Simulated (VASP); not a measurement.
Here is a VASP 6.6.1 calculation.

The input INCAR:

```
SYSTEM = TaSi2
PREC = Accurate
ENCUT = 520
EDIFF = 1E-7
ISMEAR = 0
SIGMA = 0.1
LREAL = .FALSE.
LASPH = .TRUE.
NELM = 60
ALGO = Normal
ISIF = 2
LWAVE = .FALSE.
LCHARG = .TRUE.
GGA = PE
LELF = .TRUE.
LVHAR = .TRUE.
NBANDS = 28
```

The input KPOINTS:

```
regular mesh
0
G
  6 6 4
  0 0 0
```

Contents of POSCAR:

```
TaSi2
1.0
    4.5280143000      0.0000000000      0.0000000000
   -2.2640071500      3.9213754100      0.0000000000
    0.0000000000      0.0000000000      5.6514435800
Ta Si
2 4
Direct
    0.3333333300      0.6666666700      0.2500000000
    0.6666666700      0.3333333300      0.7500000000
    0.3333333300      0.6666666700      0.7500000000
    0.6666666700      0.3333333300      0.2500000000
    0.0000000000      0.0000000000      0.0000000000
    0.0000000000      0.0000000000      0.5000000000
```

Potentials or basis: VASP PAW PBE potentials, release 64 (Ta_pv, Si).

Launch:

```bash
$ cat potpaw_PBE.64/Ta_pv/POTCAR potpaw_PBE.64/Si/POTCAR > POTCAR
$ mpirun -np 1 vasp_std > vasp.out
```

(1) What does it give for the pressure?

(2) What does it give for the band gap on the k mesh?

## Answers

(1) -9.3 GPa.

(2) zero (band 19 reaches 8.44 eV, above the bottom of band 20 at 7.32 eV).

Caveat: spin-orbit coupling is left out, which moves the levels of the heavy elements.
